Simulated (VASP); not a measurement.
## Sn: single point with PBEsol

The system is Sn.

```xyz
1
Lattice="-1.5999 1.5994 2.2622 1.5999 -1.5994 2.2622 1.5999 1.5994 -2.2622" Properties=species:S:1:pos:R:3 pbc="T T T"
Sn    0.0000    0.0000    0.0000
```

This isn't the form of Sn at room conditions, which is tetragonal (white tin).

| Quantity | Value |
| --- | --- |
| Program | VASP 6.6.1 |
| Task | single point |
| Functional | PBEsol |
| Potentials or basis | VASP PAW PBE potentials, release 64 (Sn_d) |
| Cutoff | 520 eV |
| k mesh | 13 × 13 × 13 |
| Occupations | fermi-dirac, width 0.1 eV |
| Spin | no spin polarisation |
| Dipole correction | no |
| Further INCAR settings | ALGO = Normal; EDIFF = 1e-06; NBANDS = 13 |

```yaml
Pressure: 10.0 GPa
Band_gap_on_the_k_mesh: zero (bands 7 and 8 overlap by 11.33 eV)
```

Levels at points of the mesh, in eV from the Fermi level:
```csv
k point,band 3,band 4,band 5,band 6,band 7,band 8,band 9,band 10,band 11,band 12
"(0.00, 0.00, 0.00)",-21.61,-21.48,-21.48,-12.47,9.03,9.03,9.04,10.71,12.88,12.89
```

It took 71 s on 1 thread of Intel Xeon 8259CL (shared host), peak memory 0.21 GiB.

Caveat: the cell stands under pressure; the PAW data sets were made with another functional, which shifts forces and pressure a little; spin-orbit coupling is left out, which moves the levels of the heavy elements.
